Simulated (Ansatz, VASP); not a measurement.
**One calculation of W, two programs**

The input INCAR:

```
SYSTEM = W
PREC = Accurate ; ENCUT = 520
EDIFF = 1E-6 ; ISMEAR = -1
SIGMA = 0.1 ; LREAL = .FALSE.
LASPH = .TRUE. ; NELM = 100
ALGO = Normal ; ISIF = 2
LWAVE = .FALSE. ; LCHARG = .TRUE.
GGA = PE ; LELF = .TRUE.
LVHAR = .TRUE. ; NBANDS = 21
```

KPOINTS

```
regular mesh
0
G
  12 12 12
  0 0 0
```

File POSCAR:

```
W
1.0
    0.0000000000      2.3889842448      2.3889842448
    2.3889842448      0.0000000000      2.3889842448
    2.3889842448      2.3889842448      0.0000000000
W
2
Direct
   -0.1250000000     -0.1250000000     -0.1250000000
    0.1250000000      0.1250000000      0.1250000000
```

Input for Ansatz:

```yaml
crystal:
  lattice:
    - [0.0, 2.3889842448, 2.3889842448]
    - [2.3889842448, 0.0, 2.3889842448]
    - [2.3889842448, 2.3889842448, 0.0]
  atoms:
    - { symbol: W, position: [-0.125, -0.125, -0.125] }
    - { symbol: W, position: [0.125, 0.125, 0.125] }
kpoints:
  mp_grid: { grid: [12, 12, 12] }
scf:
  occupations: { method: fermi_dirac, width: 0.1 }
hamiltonian:
  xc: pbe
  pseudopotentials: { kind: all_electron, lapw: { basis_error: 0.001 } }
output:
  forces: true
  stress: true
  eigenvalues: true
  populations: true
```

Change from the starting cell: volume scaled by 0.55, LAPW.

Alike in both runs: task single point; functional PBE; k mesh 12 × 12 × 12; occupations fermi-dirac, width 0.1 eV; no spin polarisation.

```csv
,VASP,Ansatz
version,VASP 6.6.1,Ansatz 0.2.0
potentials or method,"VASP PAW PBE potentials, release 64 (W_sv), cutoff 520 eV","all-electron LAPW, scalar-relativistic"
```

Ansatz gave:

* pressure (GPa): 232.9

Question: Which values does VASP return?

Answer: Pressure (GPa): 248.1.

Both programs put the cell under a high pressure, so it lies far from rest at this level. Ansatz ran all-electron here, and VASP with PAW potentials.

Spin-orbit coupling is off throughout. Noted on VASP's run: the cell as given lies far from equilibrium.
